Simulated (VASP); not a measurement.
Crystal: GaSeS2.

```
CELL_PARAMETERS angstrom
4.37747 0.00000 0.00000
0.00000 4.37747 0.00000
0.00000 0.00000 4.65605
ATOMIC_POSITIONS crystal
Ga 0.00000 0.00000 0.00000
Se 0.50000 0.50000 0.00000
S 0.50000 0.00000 0.50000
S 0.00000 0.50000 0.50000
```

```yaml
Program: VASP 6.6.1
Task: relaxation of cell and atoms
Functional: PBE
Potentials_or_basis: VASP PAW PBE potentials, release 64 (Ga_d, Se, S)
Cutoff: 600 eV
k_mesh: 4 × 4 × 4
Occupations: gaussian, width 0.1 eV
Spin: no spin polarisation
```

At the start: pressure -6.8 GPa; volume 22.31 Å³/atom.

**Question.** Where does the relaxation end?

**Answer.** Over 25 steps the energy falls by 546.3 meV/atom and the volume is 22.80 Å³/atom (+2.2 %); space group P4/mmm (No. 123, to 0.05 Å).

Step by step:
```
step  energy change (eV)  largest force (eV/Å)  pressure (GPa)  volume (Å³)
   1              0.0000                0.0000           -6.77        89.22
   2             -0.3987                0.0000           -2.18        77.58
   3             -0.4415                0.0000            0.54        73.76
   4             -0.4422                0.0000            0.89        73.28
   5             -0.5467                0.0000            1.53        72.53
   6             -0.9876                0.0000            5.57        69.67
   7             -0.4665                0.0000           31.61        61.63
   8             -1.2828                0.0000           11.00        66.99
   9             -1.2566                0.0000           14.32        65.99
  10             -1.2739                0.0000           14.41        66.09
  11             -1.3179                0.0000           14.74        66.40
  12             -1.3634                0.0000           15.71        66.93
  13             -1.2419                0.0000           20.69        67.68
  14             -1.3652                0.0000           16.47        67.14
  15             -1.4532                0.0000           14.95        68.11
  16             -1.6768                0.0000           10.78        71.05
  17             -1.9657                0.0000            4.54        77.15
  18             -2.0926                0.0000           -2.61        90.22
  19             -2.1013                0.0000           -1.82        88.12
  20             -2.1313                0.0000           -1.56        88.83
  21             -2.1774                0.0000           -0.81        90.55
  22             -2.1434                0.0000            0.93        93.73
  23             -2.1848                0.0000           -0.34        91.50
  24             -2.1848                0.0000           -0.32        91.56
  25             -2.1852                0.0000           -0.16        91.21
```

Final structure:
```
Ga Se S
1.0
     3.53988    0.00000    0.00000
     0.00000    3.53988    0.00000
     0.00000    0.00000    7.27915
Ga Se S
1 1 2
Direct
  0.00000 0.00000 0.00000
  0.50000 0.50000 0.00000
  0.50000 0.00000 0.50000
  0.00000 0.50000 0.50000
```
